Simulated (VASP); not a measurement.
Here is a VASP 6.6.1 calculation.

Contents of INCAR:

```
SYSTEM = SiC
PREC = Accurate ; ENCUT = 520
EDIFF = 1E-6 ; ISMEAR = -1
SIGMA = 0.1 ; LREAL = .FALSE.
LASPH = .TRUE. ; NELM = 80
ALGO = Normal ; ISIF = 2
LWAVE = .FALSE. ; LCHARG = .FALSE.
GGA = PS ; NBANDS = 16
```

File KPOINTS:

```
regular mesh
0
G
  12 12 6
  0 0 0
```

File POSCAR:

```
SiC
1.0
    3.0757719584      0.0000000000      0.0000000000
   -1.5378859792      2.6636966523      0.0000000000
    0.0000000000      0.0000000000      5.0475313051
Si C
2 2
Direct
    0.3333333333      0.6666666667      0.0045931155
    0.6666666667      0.3333333333      0.5045931155
    0.3333333333      0.6666666667      0.3804068845
    0.6666666667      0.3333333333      0.8804068845
```

Potentials or basis: VASP PAW PBE potentials, release 64 (Si, C).

The run is started by

```sh
$ cat potpaw_PBE.64/Si/POTCAR potpaw_PBE.64/C/POTCAR > POTCAR
$ mpirun -np 1 vasp_std > vasp.out
```

(1) Estimate the pressure.

(2) What does it give for the band gap on the k mesh?

Answers

(1) 0.4 GPa.

(2) 2.11 eV (least direct gap 3.85 eV).

Caveat: the PAW data sets were made with another functional, which shifts forces and pressure a little.
